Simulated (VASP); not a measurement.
Runs of VASP 6.6.1 on BaS. The structure is that of space group Fm-3m (No. 225), or close to it. The cells are those of the table. 

| task | level | potentials or basis | spin | cell | k mesh | cutoff (eV) | smearing | grid for exact exchange (PRECFOCK) | screening parameter | gap on the mesh (eV) | pressure (GPa) | relaxed volume (Å³/atom) |
| --- | --- | --- | --- | --- | --- | --- | --- | --- | --- | --- | --- | --- |
| single point | PBE | VASP PAW PBE potentials, release 64 (Ba_sv, S) | off | a = 4.542 Å, angles 60.0°, 2 atoms | 4 × 4 × 4 | 520 | gaussian 0.01 eV | - | - | 2.13 | 0.7 | - |
| dielectric tensor | r2SCAN | VASP PAW PBE potentials, release 64 (Ba_sv, S) | off | a = 4.542 Å, angles 60.0°, 2 atoms | 6 × 6 × 6 | 520 | gaussian 0.01 eV | - | - | 2.49 | - | - |
| single point | PBEsol | VASP PAW PBE potentials, release 64 (Ba_sv, S) | off | a = 4.479 Å, angles 60.0°, 2 atoms | 6 × 6 × 6 | 520 | fermi-dirac 0.02 eV | - | - | 1.93 | 0.6 | - |
| single point | PBE | VASP PAW PBE potentials, release 64 (Ba_sv, S) | non-collinear, zero start, SOC | a = 4.542 Å, angles 60.0°, 2 atoms | 8 × 8 × 8 | 520 | gaussian 0.01 eV | - | - | - | 0.6 | - |
| single point | PBE | VASP PAW PBE potentials, release 64 (Ba_sv, S) | off | a = 4.546 Å, angles 60.0°, 2 atoms | 6 × 6 × 6 | 520 | fermi-dirac 0.02 eV | - | - | (d) | 0.5 | - |
| dielectric tensor | PBE | VASP PAW PBE potentials, release 64 (Ba_sv, S) | off | a = 4.542 Å, angles 60.0°, 2 atoms | 6 × 6 × 6 | 520 | gaussian 0.01 eV | - | - | 2.13 | - | - |
| relaxation of cell and atoms | PBE | VASP PAW PBE potentials, release 64 (Ba_sv, S) | off | relaxed from a = 4.612 Å, angles 60.0°, 2 atoms | 6 × 6 × 6 | 600 | fermi-dirac 0.02 eV | - | - | (b) | 0.0 | (c) |
| relaxation of cell and atoms | r2SCAN | VASP PAW PBE potentials, release 64 (Ba_sv, S) | off | relaxed from a = 4.546 Å, angles 60.0°, 2 atoms | 6 × 6 × 6 | 600 | fermi-dirac 0.02 eV | - | - | (a) | 0.0 | 33.57 |
| single point | HSE06 | VASP PAW PBE potentials, release 64 (Ba_sv, S) | off | a = 4.532 Å, angles 60.0°, 2 atoms | 4 × 4 × 4 | 520 | fermi-dirac 0.02 eV | Normal | 0.2079 1/Å | 3.04 | 0.5 | - |
| relaxation of cell and atoms | LDA | VASP PAW LDA potentials, release 64 (Ba_sv, S) | off | relaxed from a = 4.546 Å, angles 60.0°, 2 atoms | 6 × 6 × 6 | 600 | fermi-dirac 0.02 eV | - | - | 1.83 | 0.0 | 31.31 |
| relaxation of cell and atoms | PBEsol | VASP PAW PBE potentials, release 64 (Ba_sv, S) | off | relaxed from a = 4.546 Å, angles 60.0°, 2 atoms | 6 × 6 × 6 | 600 | fermi-dirac 0.02 eV | - | - | 1.96 | 0.0 | 32.20 |
| single point | PBE | VASP PAW PBE potentials, release 64 (Ba_sv, S) | off | a = 4.542 Å, angles 60.0°, 2 atoms | 8 × 8 × 8 | 520 | fermi-dirac 0.02 eV | - | - | 2.13 | 0.6 | - |

**Question.** Estimate the missing entries.

**Answer.** (a) 2.51; (b) 2.16; (c) 33.65; (d) 2.14.

Caveats: some runs use coarse meshes; spin-orbit coupling is left out, which moves the levels of the heavy elements (some runs); the PAW data sets were made with another functional, which shifts forces and pressure a little (some runs).

A k mesh can miss the band edges, and rows without SOC leave out spin-orbit coupling on Ba.
